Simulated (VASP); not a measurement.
**MoS2: single point with PBE+D3(BJ)**

System: MoS2, a slab with vacuum.

```xyz
3
Lattice="3.1539 0.0000 0.0000 -1.5770 2.7314 0.0000 0.0000 0.0000 23.0123" Properties=species:S:1:pos:R:3 pbc="T T T"
S     0.0000    1.8209    9.9387
S     0.0000    1.8209   13.0736
Mo    1.5770    0.9105   11.5061
```

| Quantity | Value |
| --- | --- |
| Program | VASP 6.6.1 |
| Task | single point |
| Functional | PBE |
| Dispersion | D3(BJ) |
| Potentials or basis | VASP PAW PBE potentials, release 64 (S, Mo_sv) |
| Cutoff | 520 eV |
| k mesh | 12 × 12 × 1 |
| Occupations | gaussian, width 0.05 eV |
| Spin | collinear spin |
| Starting moments | [0.0, 0.0, 1.0] μB |

| Property | Result |
| --- | --- |
| Largest force | 0.011 eV/Å |
| Band gap on the k mesh | 1.78 eV |
| Net moment | 0.00 μB per cell |
| Valence electrons inside the program's atomic spheres | S 3.71; Mo 12.47 |
| Dispersion energy per atom | -0.319 eV |

Forces on the atoms (eV/Å):
```
S    0.000  0.000  0.011
S    0.000  0.000 -0.011
Mo   0.000  0.000  0.000
```

Levels at points of the mesh, in eV from the valence-band top:
Spin up:
| k point | band 10 | band 11 | band 12 | band 13 | band 14 | band 15 | band 16 | band 17 |
| --- | --- | --- | --- | --- | --- | --- | --- | --- |
| (0.00, 0.00, 0.00) | -1.86 | -1.45 | -1.45 | -0.09 | 2.84 | 2.84 | 3.07 | 3.07 |
| (0.50, 0.00, 0.00) | -3.15 | -1.95 | -0.91 | -0.65 | 2.35 | 2.85 | 3.92 | 4.38 |
Spin down:
| k point | band 9 | band 10 | band 11 | band 12 | band 13 | band 14 | band 15 | band 16 | band 17 | band 18 |
| --- | --- | --- | --- | --- | --- | --- | --- | --- | --- | --- |
| (0.00, 0.00, 0.00) | -2.57 | -1.86 | -1.45 | -1.45 | -0.09 | 2.84 | 2.84 | 3.07 | 3.07 | 5.39 |
| (0.50, 0.00, 0.00) | -4.12 | -3.15 | -1.95 | -0.91 | -0.65 | 2.35 | 2.85 | 3.92 | 4.38 | 6.21 |

Wall time 2.2 min on 1 thread of Intel(R) Xeon(R) 6975P-C (Granite Rapids), on a shared host, peak memory 0.48 GiB.
